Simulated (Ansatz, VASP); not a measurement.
# Two plane-wave programs on Sc

```
Sc
1.0
    -1.91721    1.91721    1.71760
     1.91721   -1.91721    1.71760
     1.91721    1.91721   -1.71760
Sc
1
Cartesian
  0.0000 0.0000 0.0000
```

Alike in both runs: task single point; functional r2SCAN; k mesh 24 × 24 × 24; occupations gaussian, width 0.1 eV; no spin polarisation.

|  | VASP | Ansatz |
| --- | --- | --- |
| version | VASP 6.6.1 | Ansatz 0.2.0 |
| potentials or method | VASP PAW PBE potentials, release 64 (Sc_sv), cutoff 520 eV | scalar-relativistic, plane waves, PAW |
| valence electrons in the cell | 11 | 11 |

|  | VASP | Ansatz | Ansatz less VASP |
| --- | --- | --- | --- |
| gap on the k mesh at the Fermi level (eV) | none | none | - |
| pressure (GPa) | -0.1 | -0.3 | -0.19 |
| traceless stress, the component that is largest in VASP (GPa) | 1.69 | 1.70 | +0.008 |

VASP's potentials were made for PBE, not for r2SCAN. A gap of «none» marks a metal or a gap that the smearing closes.
